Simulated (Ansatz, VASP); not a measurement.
## Cu in VASP and in Ansatz

File INCAR:

```
  PREC = Accurate
  ENCUT = 520
  EDIFF = 1E-6
  ISMEAR = -1
  SIGMA = 0.1
  LREAL = False
  LASPH = True
  NELM = 60
  ALGO = Normal
  ISIF = 2
  LWAVE = False
  LCHARG = False
  GGA = RE
  NBANDS = 12
```

Contents of KPOINTS:

```
Automatic mesh
0
Gamma
  14 14 14
```

POSCAR

```
Cu
1.0
    2.3633786470      0.0000000000      0.0000000000
    0.0000000000      2.3633786470      0.0000000000
    0.0000000000      0.0000000000      2.3633786470
Cu
1
Direct
    0.0000000000      0.0000000000      0.0000000000
```

Input for Ansatz:

```yaml
crystal:
  lattice:
    - [2.363378647, 0.0, 0.0]
    - [0.0, 2.363378647, 0.0]
    - [0.0, 0.0, 2.363378647]
  atoms:
    - { symbol: Cu, position: [0.0, 0.0, 0.0] }
hamiltonian:
  xc: revpbe
  pseudopotentials:
    kind: paw
    azcp:
      Cu: "pseudopotentials/Cu.paw.azcp"
basis:
  ecutwfc: 420
  fft_grid_basis: typed
kpoints:
  mp_grid: { grid: [14, 14, 14], shift: [0, 0, 0] }
magnetization:
  spin_polarized: false
scf:
  occupations: { method: fermi_dirac, width: 0.1 }
  lower_state_search: "off"
output:
  stress: true
```

Alike in both runs: task single point; functional revPBE; k mesh 14 × 14 × 14; occupations fermi-dirac, width 0.1 eV; no spin polarisation.

|  | VASP | Ansatz |
| --- | --- | --- |
| version | VASP 6.6.1 | Ansatz 0.2.0 |
| potentials or method | VASP PAW PBE potentials, release 64 (Cu), cutoff 520 eV | plane waves (420 eV) with PAW, scalar-relativistic |
| valence electrons in the cell | 11 | 19 |

```tsv
	VASP	Ansatz	Ansatz less VASP
pressure (GPa)	10.1	9.4	-0.64
```

VASP's potentials were made for PBE, not for revPBE. The functional is the same, so the differences come from potentials, cutoffs and numerics. VASP's potentials hold 11 valence electrons a cell and Ansatz's 19, so a difference there can come from the potentials and not from the codes.
